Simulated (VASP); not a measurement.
Wanted: the native input for a VASP 6.6.1 run.

```yaml
Task: relaxation of cell and atoms
Functional: PBEsol
Potentials_or_basis: VASP PAW PBE potentials, release 64 (Al, Ru_pv)
Cutoff: 600 eV
k_mesh: 8 × 8 × 4
Occupations: gaussian, width 0.1 eV
Spin: no spin polarisation
Dipole_correction: no
Further_INCAR_settings: ALGO = Fast; EDIFF = 1e-06; IBRION = 2; EDIFFG = -0.005; NSW = 100; ISIF = 3
```

The structure of Al6Ru lies in POSCAR:

```
Al6Ru
1.0
    3.7297716873     -3.2601280980      0.0000000000
    3.7297716873      3.2601280980      0.0000000000
    0.0000000000      0.0000000000      8.9130046800
Al Ru
12 2
Direct
    0.3190148800      0.3190148800      0.0000000000
    0.6809851200      0.6809851200      0.5000000000
    0.6809851200      0.6809851200      0.0000000000
    0.3190148800      0.3190148800      0.5000000000
    0.8571994000      0.1428006000      0.0984101400
    0.1428006000      0.8571994000      0.5984101400
    0.8571994000      0.1428006000      0.4015898600
    0.1428006000      0.8571994000      0.9015898600
    0.0210455800      0.6172270000      0.2500000000
    0.9789544200      0.3827730000      0.7500000000
    0.3827730000      0.9789544200      0.2500000000
    0.6172270000      0.0210455800      0.7500000000
    0.5350265800      0.4649734200      0.2500000000
    0.4649734200      0.5350265800      0.7500000000
```

One way to write it, as run:

INCAR

```
ALGO = Fast
EDIFF = 1E-6
EDIFFG = -0.005
ENCUT = 600
GGA = PS
IBRION = 2
ISIF = 3
ISMEAR = 0
LASPH = T
LCHARG = F
LREAL = F
LWAVE = F
NELM = 60
NSW = 100
PREC = Accurate
SIGMA = 0.1
```

KPOINTS

```
k-points
0
Gamma
  8 8 4
```

Potentials or basis: VASP PAW PBE potentials, release 64 (Al, Ru_pv).

Launch:

```bash
$ cat potpaw_PBE.64/Al/POTCAR potpaw_PBE.64/Ru_pv/POTCAR > POTCAR
$ mpirun -np 1 vasp_std > vasp.out
```

It gave:

| Quantity | Value |
| --- | --- |
| Relaxed volume | 15.56 Å³/atom |
| Relaxed cell | a = 4.957 Å, b = 4.957 Å, c = 8.941 Å, α = 90.00°, β = 90.00°, γ = 82.49° |
| Space group after relaxing (to 0.1 Å) | Cmcm (No. 63) |
| Energy gained by relaxing | 0.3 meV/atom |
| Ionic steps | 9 |
| Pressure after relaxing | 0.0 GPa |
| Largest force after relaxing | 0.004 eV/Å |
| Band gap on the k mesh | zero (bands 32 and 33 overlap by 0.51 eV) |

Caveat: the PAW data sets were made with another functional, which shifts forces and pressure a little.

Wall time 94 min on 1 thread of Oxide Virtual Turin-like Processor, on a shared host, peak memory 0.67 GiB.
